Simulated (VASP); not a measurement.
# Ga2Te2O (P6/mmm) in VASP: notebook

Runs on Ga2Te2O. Level: PBE. Tasks: single point, relaxation of cell and atoms.

All numbers are computed with VASP 6.6.1; they aren't measurements. Logs are shortened: lines on timing, memory, paths and dates and some standing lists are left out, and cuts for length are marked.

## (1) The cell of the first run

Symmetry: P6/mmm, No. 191, hexagonal system. The conventional cell has a = 5.305 Å, b = 5.305 Å, c = 6.402 Å, α = 90.00°, β = 90.00°, γ = 120.00°. Within 2.4 Å of Ga (site symmetry 6mm) lie 1 O at 1.80 Å. Te (site symmetry -6m2) has 3 Te at 3.06 Å and 6 Ga at 3.37 Å within 4.0 Å. O (site symmetry 6/mmm) has 2 Ga at 1.80 Å within 2.4 Å.

The cell was built from a structure type or drawn by symmetry, and may not be a known phase.

## (2) Single point, PBE

The input, INCAR:

```
SYSTEM = Ga2Te2O
ALGO = Normal ; EDIFF = 1E-6
ENCUT = 520 ; GGA = PE
ISIF = 2 ; ISMEAR = 0
LASPH = .TRUE. ; LCHARG = .FALSE.
LREAL = .FALSE. ; LWAVE = .FALSE.
NBANDS = 30 ; NELM = 100
PREC = Accurate ; SIGMA = 0.1
```

The input, KPOINTS:

```
k-points
0
G
  12 12 6
  0 0 0
```

The input, POSCAR:

```
Ga2Te2O
1.0
    5.3045363161      0.0000000000      0.0000000000
   -2.6522681580      4.5938632050      0.0000000000
    0.0000000000      0.0000000000      6.4022389062
Ga Te O
2 2 1
Direct
    0.0000000000      0.0000000000      0.2189568047
    0.0000000000      0.0000000000      0.7810431953
    0.3333333333      0.6666666667      0.0000000000
    0.6666666667      0.3333333333      0.0000000000
    0.0000000000      0.0000000000      0.5000000000
```

Potentials or basis: VASP PAW PBE potentials, release 64 (Ga_d, Te, O).

The run is started by

```
$ cat potpaw_PBE.64/Ga_d/POTCAR potpaw_PBE.64/Te/POTCAR potpaw_PBE.64/O/POTCAR > POTCAR
$ mpirun -np 1 vasp_std > vasp.out
```

OUTCAR:

```text
SYSTEM = Ga2Te2O
   EDIFF = 1E-6
   ENCUT = 520
   GGA = PE
   ISIF = 2
   ISMEAR = 0
   LASPH = .TRUE.
   LREAL = .FALSE.
   NELM = 100
   PREC = Accurate

 ion  position               nearest neighbor table
   1  0.000  0.000  0.219-   5 1.80   2 2.80
   2  0.000  0.000  0.781-   5 1.80   1 2.80
   3  0.333  0.667  0.000-   4 3.06   4 3.06   4 3.06
   4  0.667  0.333  0.000-   3 3.06   3 3.06   3 3.06
   5  0.000  0.000  0.500-   1 1.80   2 1.80

  LATTYP: Found a hexagonal cell.
 ALAT       =     5.3045363161
 C/A-ratio  =     1.2069365774

  Lattice vectors:

 A1 = (   5.3045363161,   0.0000000000,   0.0000000000)
 A2 = (  -2.6522681580,   4.5938632050,   0.0000000000)
 A3 = (   0.0000000000,   0.0000000000,   6.4022389062)

Analysis of symmetry for initial positions (statically):
=====================================================================
 Subroutine PRICEL returns:
 Original cell was already a primitive cell.

 Routine SETGRP: Setting up the symmetry group for a
 hexagonal supercell.

 Subroutine GETGRP returns: Found 24 space group operations
 (whereof 24 operations were pure point group operations)
 out of a pool of 24 trial point group operations.

The static configuration has the point symmetry D_6h.

Analysis of symmetry for dynamics (positions and initial velocities):
=====================================================================
 Subroutine PRICEL returns:
 Original cell was already a primitive cell.

 Routine SETGRP: Setting up the symmetry group for a
 hexagonal supercell.

 Subroutine GETGRP returns: Found 24 space group operations
 (whereof 24 operations were pure point group operations)
 out of a pool of 24 trial point group operations.

The dynamic configuration has the point symmetry D_6h.

 Subroutine INISYM returns: Found 24 space group operations
 (whereof 24 operations are pure point group operations),
 and found     1 'primitive' translations

----------------------------------------------------------------------------------------

                                     Primitive cell

  volume of cell :     156.0118

  direct lattice vectors                    reciprocal lattice vectors
     5.304536316  0.000000000  0.000000000     0.188517891  0.108840855  0.000000000
    -2.652268158  4.593863205  0.000000000     0.000000000  0.217681710  0.000000000
     0.000000000  0.000000000  6.402238906     0.000000000  0.000000000  0.156195358

  length of vectors
     5.304536316  5.304536316  6.402238906     0.217681710  0.217681710  0.156195358

  position of ions in fractional coordinates (direct lattice)
     0.000000000  0.000000000  0.218956805
     0.000000000  0.000000000  0.781043195
     0.333333333  0.666666667  0.000000000
     0.666666667  0.333333333  0.000000000
     0.000000000  0.000000000  0.500000000

  ion indices of the primitive-cell ions
   primitive index   ion index
                 1           1
                 2           2
                 3           3
                 4           4
                 5           5

----------------------------------------------------------------------------------------

 KPOINTS: k-points

Automatic generation of k-mesh.
 Grid dimensions read from file:
 generate k-points for:   12   12    6

 Generating k-lattice:

  Cartesian coordinates                     Fractional coordinates (reciprocal lattice)
     0.015709824  0.009070071  0.000000000     0.083333333  0.000000000  0.000000000
     0.000000000  0.018140143  0.000000000     0.000000000  0.083333333  0.000000000
     0.000000000  0.000000000  0.026032560     0.000000000  0.000000000  0.166666667

  Length of vectors
     0.018140143  0.018140143  0.026032560

  Shift w.r.t. Gamma in fractional coordinates (k-lattice)
     0.000000000  0.000000000  0.000000000

 Subroutine IBZKPT returns following result:
 ===========================================

 Found     76 irreducible k-points:

 Following reciprocal coordinates:
            Coordinates               Weight
  0.000000  0.000000  0.000000      1.000000
  0.083333  0.000000  0.000000      6.000000
  0.166667  0.000000  0.000000      6.000000
  0.250000  0.000000  0.000000      6.000000
  0.333333 -0.000000  0.000000      6.000000
  0.416667  0.000000  0.000000      6.000000
[... 16 lines left out ...]
  0.250000  0.000000  0.166667     12.000000
  0.333333 -0.000000  0.166667     12.000000
 [... further k-points ...]
   k-points           NKPTS =     76   k-points in BZ     NKDIM =     76   number of bands    NBANDS=     30
   number of dos      NEDOS =    301   number of ions     NIONS =      5
   total plane-waves  NPLWV =  76800
   dimension x,y,z NGX =    40 NGY =   40 NGZ =   48
   dimension x,y,z NGXF=    80 NGYF=   80 NGZF=   96
   ions per type =               2   2   1
   NGX,Y,Z   is equivalent  to a cutoff of  12.54, 12.54, 12.46 a.u.
   NGXF,Y,Z  is equivalent  to a cutoff of  25.07, 25.07, 24.93 a.u.
 SYSTEM =  Ga2Te2O
   PREC   = accura    normal or accurate (medium, high low for compatibility)
   ISTART =      0    job   : 0-new  1-cont  2-samecut
   ICHARG =      2    charge: 1-file 2-atom 10-const
   ISPIN  =      1    spin polarized calculation?
   LNONCOLLINEAR =      F non collinear calculations
   LSORBIT =      F    spin-orbit coupling
   LASPH  =      T    aspherical Exc in radial PAW
   ENCUT  =  520.0 eV  38.22 Ry    6.18 a.u.   9.86  9.86 11.90*2*pi/ulx,y,z
   NELM   =    100;   NELMIN=  2; NELMDL= -5     # of ELM steps
   EDIFF  = 0.1E-05   stopping-criterion for ELM
   LREAL  =      F    real-space projection
   EDIFFG = 0.1E-04   stopping-criterion for IOM
   NSW    =      0    number of steps for IOM
   IBRION =     -1    ionic relax: 0-MD 1-quasi-New 2-CG
   NFREE  =      0    steps in history (QN), initial steepest desc. (CG)
   ISIF   =      2    stress and relaxation
   ISYM   =      2    0-nonsym 1-usesym 2-fastsym
   POTIM  = 0.5000    time-step for ionic-motion
   TEBEG  =    0.0;   TEEND  =   0.0 temperature during run
   PSTRESS=    0.0 pullay stress
   NELECT =      44.0000    total number of electrons
   NUPDOWN=      -1.0000    fix difference up-down
   EMIN   =  10.00;   EMAX   =-10.00  energy-range for DOS
   EFERMI =   0.00;   METHOD = LEGACY
   ISMEAR =     0;   SIGMA  =   0.10  broadening in eV -4-tet -1-fermi 0-gaus
   EFERMI_NEDOS =   21; number of points for ismear=-14 and -15
   IALGO  =     38    algorithm
   IMIX   =      4    mixing-type and parameters
     AMIX     =   0.40;   BMIX     =  1.00
     AMIX_MAG =   1.60;   BMIX_MAG =  1.00
  volume/ion in A,a.u.               =      31.20       210.56
  Fermi-wavevector in a.u.,A,eV,Ry     =   1.073594  2.028798 15.682120  1.152603
  Thomas-Fermi vector in A             =   2.209398
   LORBIT       =      0    0 simple, 1 ext, 2 COOP (PROOUT), +10 PAW based schemes
   GGA     = PE    functional components
   LHFCALC =     F    Hartree Fock is set to
   AEXX    =    0.0000 exact exchange contribution
   IVDW    =     0    specifies the selected vdW correction
   LEPSILON=     F    determine dielectric tensor
   LRPA    =     F    only Hartree local field effects (RPA)
 non-spin polarized calculation
 Gauss-broadening in eV      SIGMA  =   0.10
  energy-cutoff  :      520.00
  volume of cell :      156.01
 maximum number of plane-waves:      4232
 NGX is ok and might be reduce to    40
   NGX = 19   NGY = 19   NGZ = 23

 number of electron      43.9999981 magnetization

 Free energy of the ion-electron system (eV)
  ---------------------------------------------------
  ext. energy  EPLUGINS =         0.00000000
  ---------------------------------------------------
  free energy    TOTEN  =       -18.08685637 eV

  energy without entropy =      -18.07792737  energy(sigma->0) =      -18.08239187

 E-fermi :   2.5246     XC(G=0):  -7.9791

 val. band max:        2.5107812638   @ k =   0.2500   0.0000   0.3333
 cond. band min:       2.5420250602   @ k =   0.2500   0.1667   0.1667
 fundamental gap:      0.0312437963
 Fermi energy:         2.5245659982

 k-point     1 :       0.0000    0.0000    0.0000
  band No.  band energies     occupation
      1     -16.0762      2.00000
      2     -12.1869      2.00000
      3     -12.1238      2.00000
      4     -12.1238      2.00000
      5     -12.1094      2.00000
      6     -12.1093      2.00000
[... 22 lines left out ...]
     29       8.5268      0.00000
     30       8.8815      0.00000

 k-point     2 :       0.0833    0.0000    0.0000
  band No.  band energies     occupation
      1     -16.0761      2.00000
      2     -12.1868      2.00000
      3     -12.1240      2.00000
      4     -12.1236      2.00000
      5     -12.1094      2.00000
      6     -12.1093      2.00000
[... 22 lines left out ...]
     29       8.6777      0.00000
     30       8.7758      0.00000

 k-point     3 :       0.1667    0.0000    0.0000
  band No.  band energies     occupation
      1     -16.0757      2.00000
      2     -12.1866      2.00000
      3     -12.1249      2.00000
      4     -12.1230      2.00000
      5     -12.1095      2.00000
      6     -12.1091      2.00000
[... 22 lines left out ...]
     29       8.4205      0.00000
     30       9.0911      0.00000

 k-point     4 :       0.2500    0.0000    0.0000
  band No.  band energies     occupation
      1     -16.0753      2.00000
      2     -12.1864      2.00000
      3     -12.1261      2.00000
      4     -12.1223      2.00000
      5     -12.1097      2.00000
      6     -12.1088      2.00000
[... 616 lines left out ...]
     29       8.2932      0.00000
     30       9.0008      0.00000

 k-point    23 :       0.2500    0.0000    0.1667
  band No.  band energies     occupation
      1     -16.0700      2.00000
      2     -12.2340      2.00000
      3     -12.1258      2.00000
      4     -12.1221      2.00000
      5     -12.1099      2.00000
      6     -12.1091      2.00000
[... 22 lines left out ...]
     29       7.7666      0.00000
     30       9.2529      0.00000

 k-point    24 :       0.3333   -0.0000    0.1667
  band No.  band energies     occupation
      1     -16.0695      2.00000
      2     -12.2338      2.00000
      3     -12.1271      2.00000
      4     -12.1213      2.00000
      5     -12.1101      2.00000
      6     -12.1088      2.00000
[... 22 lines left out ...]
     29       7.3737      0.00000
     30       8.5872      0.00000

 [... further k-points ...]

------------------------ aborting loop because EDIFF is reached ----------------------------------------

  FORCE on cell =-STRESS in cart. coord.  units (eV):
  Direction    XX          YY          ZZ          XY          YZ          ZX
  --------------------------------------------------------------------------------------
  -------------------------------------------------------------------------------------
  Total       -0.0128374     -0.0128374      0.0663452     -0.0000000      0.0000000      0.0000000
  in kB       -0.1318347     -0.1318347      0.6813385     -0.0000000      0.0000000      0.0000000
  external PRESSURE =       0.1392230 kB  Pullay stress =       0.0000000 kB

 VOLUME and BASIS-vectors are now :
 -----------------------------------------------------------------------------
  energy-cutoff  :      520.00
  volume of cell :      156.01
      direct lattice vectors                 reciprocal lattice vectors
     5.304536316  0.000000000  0.000000000     0.188517891  0.108840855  0.000000000
    -2.652268158  4.593863205  0.000000000     0.000000000  0.217681710  0.000000000
     0.000000000  0.000000000  6.402238906     0.000000000  0.000000000  0.156195358

 POSITION                                       TOTAL-FORCE (eV/Angst)
 -----------------------------------------------------------------------------------
      0.00000      0.00000      1.40181         0.000000      0.000000     -0.028946
      0.00000      0.00000      5.00043         0.000000     -0.000000      0.028946
     -0.00000      3.06258      0.00000        -0.000000     -0.000000      0.000000
      2.65227      1.53129      0.00000        -0.000000     -0.000000      0.000000
      0.00000      0.00000      3.20112        -0.000000     -0.000000      0.000000
 -----------------------------------------------------------------------------------
    total drift:                                0.000000     -0.000000      0.000000

  FREE ENERGIE OF THE ION-ELECTRON SYSTEM (eV)
  ---------------------------------------------------
  free  energy   TOTEN  =       -18.0868563743 eV

  energy  without entropy=      -18.0779273731  energy(sigma->0) =      -18.08239187
```

Wall time 7.9 min (1 thread of Oxide Virtual Turin-like, shared host); peak memory 0.45 GiB.

What came out:

```
Free energy            : -18.0869 eV
Pressure               : 0.0 GPa
Largest force          : 0.029 eV/Å
Band gap on the k mesh : zero (bands 22 and 23 overlap by 2.24 eV)
```

Forces on the atoms (eV/Å):
```
Ga   0.000  0.000 -0.029
Ga   0.000  0.000  0.029
Te   0.000  0.000  0.000
Te   0.000  0.000  0.000
O    0.000  0.000  0.000
```

Stress tensor (GPa, compression positive):
```
-0.01  0.00  0.00
 0.00 -0.01  0.00
 0.00  0.00  0.07
```

Caveat: spin-orbit coupling is left out, which moves the levels of the heavy elements.

(Part 1 of 2 ends here.)
